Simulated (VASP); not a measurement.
# TaN (P-6m2) in VASP: notebook

Runs on TaN. Level: LDA. Tasks: vibrations by perturbation theory.

Program: VASP 6.6.1. These are calculated values, not measurements. Logs are shortened: lines on timing, memory, paths and dates and some standing lists are left out, and cuts for length are marked.

### Step 1. The cell of the first run

The structure is hexagonal, space group P-6m2 (No. 187). Conventional cell: a = 2.902 Å, b = 2.902 Å, c = 2.847 Å, α = 90.00°, β = 90.00°, γ = 120.00°. Within 3.0 Å of Ta (site symmetry -6m2) lie 6 N at 2.20 Å and 8 Ta at 2.85 to 2.90 Å. N (site symmetry -6m2) has 6 Ta at 2.20 Å and 8 N at 2.85 to 2.90 Å within 3.0 Å.

### Step 2. Vibrations by perturbation theory, LDA

Input file INCAR:

```
PREC = Accurate
ENCUT = 520
EDIFF = 1E-8
ISMEAR = -1
SIGMA = 0.15
LREAL = F
LASPH = T
NELM = 60
ALGO = Normal
ISIF = 2
LWAVE = F
LCHARG = F
NBANDS = 15
IBRION = 8
NSW = 1
```

Input file KPOINTS:

```
Automatic mesh
0
Gamma
  18 18 14
```

Input file POSCAR:

```
TaN
1.0
    2.9015302526      0.0000000000      0.0000000000
   -1.4507651263      2.5127989086      0.0000000000
    0.0000000000      0.0000000000      2.8465844771
Ta N
1 1
Direct
    0.3333333333      0.6666666667      0.5000000000
    0.0000000000      0.0000000000      0.0000000000
```

Potentials or basis: VASP PAW LDA potentials, release 64 (Ta_pv, N).

The run is started by

```sh
$ cat potpaw_LDA.64/Ta_pv/POTCAR potpaw_LDA.64/N/POTCAR > POTCAR
$ mpirun -np 1 vasp_std > vasp.out
```

OUTCAR:

```text
PREC = Accurate
   ENCUT = 520
   EDIFF = 1E-8
   ISMEAR = -1
   LREAL = F
   LASPH = T
   NELM = 60
   ISIF = 2
   IBRION = 8
   NSW = 1

 ion  position               nearest neighbor table
   1  0.333  0.667  0.500-   2 2.20   2 2.20   2 2.20   2 2.20   2 2.20   2 2.20
   2  0.000  0.000  0.000-   1 2.20   1 2.20   1 2.20   1 2.20   1 2.20   1 2.20

  LATTYP: Found a hexagonal cell.
 ALAT       =     2.9015302526
 C/A-ratio  =     0.9810631733

  Lattice vectors:

 A1 = (   2.9015302526,   0.0000000000,   0.0000000000)
 A2 = (  -1.4507651263,   2.5127989086,   0.0000000000)
 A3 = (   0.0000000000,   0.0000000000,   2.8465844771)

Analysis of symmetry for initial positions (statically):
=====================================================================
 Subroutine PRICEL returns:
 Original cell was already a primitive cell.

 Routine SETGRP: Setting up the symmetry group for a
 hexagonal supercell.

 Subroutine GETGRP returns: Found 12 space group operations
 (whereof 12 operations were pure point group operations)
 out of a pool of 24 trial point group operations.

The static configuration has the point symmetry D_3h.

Analysis of symmetry for dynamics (positions and initial velocities):
=====================================================================
 Subroutine PRICEL returns:
 Original cell was already a primitive cell.

 Routine SETGRP: Setting up the symmetry group for a
 hexagonal supercell.

 Subroutine GETGRP returns: Found 12 space group operations
 (whereof 12 operations were pure point group operations)
 out of a pool of 24 trial point group operations.

The dynamic configuration has the point symmetry D_3h.

 Subroutine INISYM returns: Found 12 space group operations
 (whereof 12 operations are pure point group operations),
 and found     1 'primitive' translations

----------------------------------------------------------------------------------------

                                     Primitive cell

  volume of cell :      20.7543

  direct lattice vectors                    reciprocal lattice vectors
     2.901530253  0.000000000  0.000000000     0.344645726  0.198981303  0.000000000
    -1.450765126  2.512798909  0.000000000     0.000000000  0.397962605  0.000000000
     0.000000000  0.000000000  2.846584477     0.000000000  0.000000000  0.351298199

  length of vectors
     2.901530253  2.901530253  2.846584477     0.397962605  0.397962605  0.351298199

  position of ions in fractional coordinates (direct lattice)
     0.333333333  0.666666667  0.500000000
     0.000000000  0.000000000  0.000000000

  ion indices of the primitive-cell ions
   primitive index   ion index
                 1           1
                 2           2

----------------------------------------------------------------------------------------

 KPOINTS: Automatic mesh

Automatic generation of k-mesh.
 Grid dimensions read from file:
 generate k-points for:   18   18   14

 Generating k-lattice:

  Cartesian coordinates                     Fractional coordinates (reciprocal lattice)
     0.019146985  0.011054517  0.000000000     0.055555556  0.000000000  0.000000000
     0.000000000  0.022109034  0.000000000     0.000000000  0.055555556  0.000000000
     0.000000000  0.000000000  0.025092728     0.000000000  0.000000000  0.071428571

  Length of vectors
     0.022109034  0.022109034  0.025092728

  Shift w.r.t. Gamma in fractional coordinates (k-lattice)
     0.000000000  0.000000000  0.000000000

 Subroutine IBZKPT returns following result:
 ===========================================
[... 77 lines left out ...]
   LEPSILON=     F    determine dielectric tensor
   LRPA    =     F    only Hartree local field effects (RPA)
 non-spin polarized calculation
  energy-cutoff  :      520.00
  volume of cell :       20.75
 maximum number of plane-waves:       581
 NGX is ok and might be reduce to    24
   NGX = 11   NGY = 11   NGZ = 11

--------------------------------------- Ionic step        1  -------------------------------------------

 number of electron      16.0000000 magnetization

 Free energy of the ion-electron system (eV)
  ---------------------------------------------------
  ext. energy  EPLUGINS =         0.00000000
  ---------------------------------------------------
  free energy    TOTEN  =       -24.71909128 eV

  energy without entropy =      -24.70827852  energy(sigma->0) =      -24.71368490

 E-fermi :   8.5583     XC(G=0): -13.7858

 val. band max:        8.5321849125   @ k =   0.0556   0.0000   0.4286
 cond. band min:       8.6031449165   @ k =   0.0000   0.0000   0.3571
 fundamental gap:      0.0709600040
 Fermi energy:         8.5583214465

 k-point     1 :       0.0000    0.0000    0.0000
  band No.  band energies     occupation
      1     -26.0069      2.00000
      2     -25.7199      2.00000
      3     -25.7199      2.00000
      4      -9.3085      2.00000
      5       3.8015      2.00000
      6       3.8015      2.00000
      7       4.1393      2.00000
      8       5.6015      2.00000
      9      11.1682      0.00000
     10      12.2754      0.00000
     11      12.2754      0.00000
     12      12.6694      0.00000
     13      12.6694      0.00000
     14      21.0428      0.00000
[... 401 lines left out ...]
      2     -26.0736      2.00000
      3     -25.8367      2.00000
      4      -6.7948      2.00000
      5       0.2703      2.00000
      6       3.2094      2.00000
      7       4.1737      2.00000
      8       6.1594      2.00000
      9      10.8755      0.00000
     10      11.7406      0.00000
     11      13.3414      0.00000
     12      14.8108      0.00000
     13      17.6124      0.00000
     14      20.9737      0.00000
     15      21.2699      0.00000

 [... further k-points ...]
[... 5 lines left out ...]
  --------------------------------------------------------------------------------------
  -------------------------------------------------------------------------------------
  Total        0.5153975      0.5153975      0.5442579     -0.0000000      0.0000000      0.0000000
  in kB       39.7872532     39.7872532     42.0151960     -0.0000000      0.0000000      0.0000000
  external PRESSURE =      40.5299008 kB  Pullay stress =       0.0000000 kB

 VOLUME and BASIS-vectors are now :
 -----------------------------------------------------------------------------
  energy-cutoff  :      520.00
  volume of cell :       20.75
      direct lattice vectors                 reciprocal lattice vectors
     2.901530253  0.000000000  0.000000000     0.344645726  0.198981303  0.000000000
    -1.450765126  2.512798909  0.000000000     0.000000000  0.397962605  0.000000000
     0.000000000  0.000000000  2.846584477     0.000000000  0.000000000  0.351298199

 POSITION                                       TOTAL-FORCE (eV/Angst)
 -----------------------------------------------------------------------------------
     -0.00000      1.67520      1.42329        -0.000000      0.000000      0.000000
      0.00000      0.00000      0.00000         0.000000      0.000000      0.000000
 -----------------------------------------------------------------------------------
    total drift:                                0.000000     -0.000000     -0.000000

  FREE ENERGIE OF THE ION-ELECTRON SYSTEM (eV)
  ---------------------------------------------------
  free  energy   TOTEN  =       -24.7190912762 eV

  energy  without entropy=      -24.7082785223  energy(sigma->0) =      -24.71368490

[... ionic steps 2 to 3 ...]

--------------------------------------- Ionic step        4  -------------------------------------------

------------------------ aborting loop because EDIFF is reached ----------------------------------------
[... 11 lines left out ...]
[... ionic steps 8 to 8 ...]

--------------------------------------- Ionic step        9  -------------------------------------------

 Free energy of the ion-electron system (eV)
  ---------------------------------------------------
  ---------------------------------------------------
  free energy    TOTEN  =        -0.23135538 eV

  energy without entropy =       -0.23135537

------------------------ aborting loop because EDIFF is reached ----------------------------------------

 INTERNAL STRAIN TENSOR  FOR ION    2  DIRECTION 3   (eV/Angst):
 -----------------------------------------------------------------------------
     0.00332  0.00000  0.00000
     0.00000  0.00332  0.00000
     0.00000  0.00000  0.00944

 INTERNAL STRAIN TENSOR FOR ION    2 for displacements in x,y,z  (eV/Angst):
          X           Y           Z          XY          YZ          ZX
  --------------------------------------------------------------------------------
  x     0.00000     0.00000     0.00000    -3.12775     0.00000     0.00000
  y    -3.12775     3.12775     0.00000     0.00000     0.00000     0.00000
  z     0.00000     0.00000     0.00000     0.00000     0.00000     0.00000

 SECOND DERIVATIVES (NOT SYMMETRIZED)
 ------------------------------------
               1X          1Y          1Z          2X          2Y          2Z
  1X   -14.429549    0.000000    0.000000   14.429549    0.000000    0.000000
  1Y     0.000000  -14.429549    0.000000    0.000000   14.429549    0.000000
  1Z     0.000000    0.000000  -16.063619    0.000000    0.000000   16.063619
  2X    14.431846    0.000000    0.000000  -14.431846   -0.000000    0.000000
  2Y     0.000000   14.431846    0.000000    0.000000  -14.431846    0.000000
  2Z     0.000000    0.000000   16.072823    0.000000    0.000000  -16.072823

 Eigenvectors and eigenvalues of the dynamical matrix
 ----------------------------------------------------

   1 f  =   17.385691 THz   109.237521 2PiTHz  579.924243 cm-1    71.901410 meV
             X         Y         Z           dx          dy          dz
     -0.000000  1.675199  1.423292     0.000000    0.000000   -0.267919
      0.000000  0.000000  0.000000     0.000000    0.000000    0.963441
[... 21 lines left out ...]
   6 f/i=    0.001285 THz     0.008076 2PiTHz    0.042874 cm-1     0.005316 meV
             X         Y         Z           dx          dy          dz
     -0.000000  1.675199  1.423292     0.000000    0.000000    0.963441
      0.000000  0.000000  0.000000    -0.000000    0.000000    0.267919

--------------------------------------------------------------------------------------------------------

 ELASTIC MODULI CONTR FROM IONIC RELAXATION (kBar)
 Direction    XX          YY          ZZ          XY          YZ          ZX
 --------------------------------------------------------------------------------
 XX         -34.1327     34.1327      0.0000      0.0000      0.0000      0.0000
 YY          34.1327    -34.1327      0.0000     -0.0000      0.0000      0.0000
 ZZ           0.0000      0.0000      0.0000      0.0000      0.0000      0.0000
 XY           0.0000     -0.0000      0.0000    -34.1327      0.0000      0.0000
 YZ           0.0000      0.0000      0.0000      0.0000      0.0000      0.0000
 ZX           0.0000      0.0000      0.0000      0.0000      0.0000      0.0000
 --------------------------------------------------------------------------------
```

Run time: 8.3 min. Hardware: 1 thread of Intel Xeon 6975P-C (Granite Rapids), shared host; peak memory 0.87 GiB.

What came out:

```yaml
Highest_phonon_frequency_at_Γ: 580 cm⁻¹
```

Phonon frequencies in cm⁻¹ (negative: imaginary):
```csv
q point,frequencies
"(0.000, 0.000, 0.000)",0 0 0 550 550 580
```

Caveat: the cell stands under pressure or tension, which shifts response properties; spin-orbit coupling is left out, which moves the levels of the heavy elements.

### Step 3. Vibrations by perturbation theory, LDA

This run uses another cell than the first one, of 9.56 Å³/atom.

Input file INCAR:

```
ALGO = Normal
EDIFF = 1E-8
ENCUT = 520
IBRION = 8
ISIF = 2
ISMEAR = -1
LASPH = True
LCHARG = False
LREAL = False
LWAVE = False
NBANDS = 15
NELM = 100
NSW = 1
PREC = Accurate
SIGMA = 0.15
```

Input file KPOINTS:

```
k-points
0
Gamma
  18 18 14
```

Input file POSCAR:

```
TaN
1.0
    2.8178033803      0.0000000000      0.0000000000
   -1.4089016902      2.4402893102      0.0000000000
    0.0000000000      0.0000000000      2.7799399001
Ta N
1 1
Direct
    0.3333333333      0.6666666667      0.5000000000
    0.0000000000      0.0000000000      0.0000000000
```

Potentials or basis: VASP PAW LDA potentials, release 64 (Ta_pv, N).

The run is started by

```sh
$ cat potpaw_LDA.64/Ta_pv/POTCAR potpaw_LDA.64/N/POTCAR > POTCAR
$ mpirun -np 1 vasp_std > vasp.out
```

OUTCAR:

```text
EDIFF = 1E-8
   ENCUT = 520
   IBRION = 8
   ISIF = 2
   ISMEAR = -1
   LASPH = True
   LREAL = False
   NELM = 100
   NSW = 1
   PREC = Accurate

 ion  position               nearest neighbor table
   1  0.333  0.667  0.500-   2 2.14   2 2.14   2 2.14   2 2.14   2 2.14   2 2.14
   2  0.000  0.000  0.000-   1 2.14   1 2.14   1 2.14   1 2.14   1 2.14   1 2.14

  LATTYP: Found a hexagonal cell.
 ALAT       =     2.8178033803
 C/A-ratio  =     0.9865627671

  Lattice vectors:

 A1 = (   2.8178033803,   0.0000000000,   0.0000000000)
 A2 = (  -1.4089016902,   2.4402893102,   0.0000000000)
 A3 = (   0.0000000000,   0.0000000000,   2.7799399001)

Analysis of symmetry for initial positions (statically):
=====================================================================
 Subroutine PRICEL returns:
 Original cell was already a primitive cell.

 Routine SETGRP: Setting up the symmetry group for a
 hexagonal supercell.

 Subroutine GETGRP returns: Found 12 space group operations
 (whereof 12 operations were pure point group operations)
 out of a pool of 24 trial point group operations.

The static configuration has the point symmetry D_3h.

Analysis of symmetry for dynamics (positions and initial velocities):
=====================================================================
 Subroutine PRICEL returns:
 Original cell was already a primitive cell.

 Routine SETGRP: Setting up the symmetry group for a
 hexagonal supercell.

 Subroutine GETGRP returns: Found 12 space group operations
[... 617 lines left out ...]
 -----------------------------------------------------------------------------------
    total drift:                                0.000000     -0.000000     -0.000000

  FREE ENERGIE OF THE ION-ELECTRON SYSTEM (eV)
  ---------------------------------------------------
  free  energy   TOTEN  =       -24.4914688273 eV

  energy  without entropy=      -24.4801172143  energy(sigma->0) =      -24.48579302

[... ionic steps 2 to 3 ...]

--------------------------------------- Ionic step        4  -------------------------------------------

------------------------ aborting loop because EDIFF is reached ----------------------------------------
[... 11 lines left out ...]
[... ionic steps 8 to 8 ...]

--------------------------------------- Ionic step        9  -------------------------------------------

 Free energy of the ion-electron system (eV)
  ---------------------------------------------------
  ---------------------------------------------------
  free energy    TOTEN  =        -0.23363937 eV

  energy without entropy =       -0.23363937

------------------------ aborting loop because EDIFF is reached ----------------------------------------

 INTERNAL STRAIN TENSOR  FOR ION    2  DIRECTION 3   (eV/Angst):
 -----------------------------------------------------------------------------
     0.00323 -0.00000  0.00000
    -0.00000  0.00323  0.00000
    -0.00000 -0.00000  0.01152

 INTERNAL STRAIN TENSOR FOR ION    2 for displacements in x,y,z  (eV/Angst):
          X           Y           Z          XY          YZ          ZX
  --------------------------------------------------------------------------------
  x     0.00000    -0.00000    -0.00000    -7.09404     0.00000     0.00000
  y    -7.09404     7.09404     0.00000    -0.00000     0.00000     0.00000
  z     0.00000     0.00000     0.00000     0.00000     0.00000     0.00000

 SECOND DERIVATIVES (NOT SYMMETRIZED)
 ------------------------------------
               1X          1Y          1Z          2X          2Y          2Z
  1X   -18.658099    0.000000    0.000000   18.658099   -0.000000    0.000000
  1Y     0.000000  -18.658099    0.000000   -0.000000   18.658099    0.000000
  1Z    -0.000000    0.000000  -22.477236    0.000000    0.000000   22.477236
  2X    18.652399   -0.000000    0.000000  -18.652399    0.000000    0.000000
  2Y    -0.000000   18.652399    0.000000    0.000000  -18.652399    0.000000
  2Z     0.000000    0.000000   22.472387    0.000000    0.000000  -22.472387

 Eigenvectors and eigenvalues of the dynamical matrix
 ----------------------------------------------------

   1 f  =   20.558091 THz   129.170294 2PiTHz  685.744096 cm-1    85.021394 meV
             X         Y         Z           dx          dy          dz
     -0.000000  1.626860  1.389970     0.000000    0.000000   -0.268017
      0.000000  0.000000  0.000000     0.000000    0.000000    0.963414
[... 21 lines left out ...]
   6 f/i=    0.000739 THz     0.004643 2PiTHz    0.024646 cm-1     0.003056 meV
             X         Y         Z           dx          dy          dz
     -0.000000  1.626860  1.389970     0.278477   -0.922286    0.000000
      0.000000  0.000000  0.000000     0.077474   -0.256587    0.000000

--------------------------------------------------------------------------------------------------------

 ELASTIC MODULI CONTR FROM IONIC RELAXATION (kBar)
 Direction    XX          YY          ZZ          XY          YZ          ZX
 --------------------------------------------------------------------------------
 XX        -188.5100    188.5100      0.0000      0.0000      0.0000      0.0000
 YY         188.5100   -188.5100      0.0000      0.0000      0.0000      0.0000
 ZZ           0.0000      0.0000     -0.0000     -0.0000      0.0000      0.0000
 XY           0.0000      0.0000     -0.0000   -188.5100      0.0000      0.0000
 YZ           0.0000      0.0000      0.0000      0.0000     -0.0000      0.0000
 ZX           0.0000      0.0000      0.0000      0.0000      0.0000     -0.0000
 --------------------------------------------------------------------------------
```

OSZICAR:

```text
N       E                     dE             d eps       ncg     rms          rms(c)
DAV:   1     0.893045912789E+02    0.89305E+02   -0.87896E+03  8896   0.115E+03
DAV:   2    -0.244153031376E+02   -0.11372E+03   -0.10736E+03 10812   0.307E+02
DAV:   3    -0.269952312591E+02   -0.25799E+01   -0.25712E+01 10658   0.423E+01
DAV:   4    -0.270029403433E+02   -0.77091E-02   -0.77065E-02 11155   0.263E+00
[... 75 lines left out ...]
RMM:   7    -0.233638192386E+00    0.10956E-04   -0.10263E-07 23780   0.205E-03    0.259E-04
RMM:   8    -0.233639038450E+00   -0.84606E-06   -0.95421E-09 26115   0.533E-04    0.786E-05
RMM:   9    -0.233639453143E+00   -0.41469E-06   -0.13859E-10 25065   0.149E-04    0.129E-05
RMM:  10    -0.233639364296E+00    0.88846E-07    0.14771E-09 26600   0.392E-05    0.405E-06
RMM:  11    -0.233639368426E+00   -0.41299E-08   -0.72971E-10 24919   0.116E-05    0.751E-07
 Linear response finished
```

stdout:

```text
POSCAR found type information on POSCAR TaN
 POSCAR found :  2 types and       2 ions
 scaLAPACK will be used
 LDA part: xc-table for (Slater(with rela. corr.)+CA(PZ))
 , standard interpolation
 POSCAR, INCAR and KPOINTS ok, starting setup
 FFT: planning ... GRIDC
 FFT: planning ... GRID_SOFT
 FFT: planning ... GRID
 WAVECAR not read
 entering main loop
 Linear response reoptimize wavefunctions to high precision
 Linear response DOF=           4
 Linear response progress:
 first order change of Fermi-energy  -0.13688E-04
 force on displaced ion       1 direction 1 : -18.658   0.001   0.000
 Linear response progress:
 first order change of Fermi-energy  -0.14316E-02
 force on displaced ion       1 direction 3 :  -0.000  -0.000 -22.477
 Linear response progress:
 first order change of Fermi-energy   0.68606E-05
 force on displaced ion       2 direction 1 : -18.652   0.001   0.000
 Linear response progress:
 first order change of Fermi-energy   0.13166E-03
 force on displaced ion       2 direction 3 :  -0.000   0.000 -22.472
 Linear response finished
```

Wall time 8.2 min (1 thread of Intel Xeon 6975P-C (Granite Rapids), shared host); peak memory 0.82 GiB.

What came out:

| Quantity | Value |
| --- | --- |
| Highest phonon frequency at Γ | 686 cm⁻¹ |

Phonon frequencies in cm⁻¹ (negative: imaginary):
```
              q point        frequencies
(0.000, 0.000, 0.000)  0 0 0 625 625 686
```

Caveat: the cell stands under pressure or tension, which shifts response properties; spin-orbit coupling is left out, which moves the levels of the heavy elements.
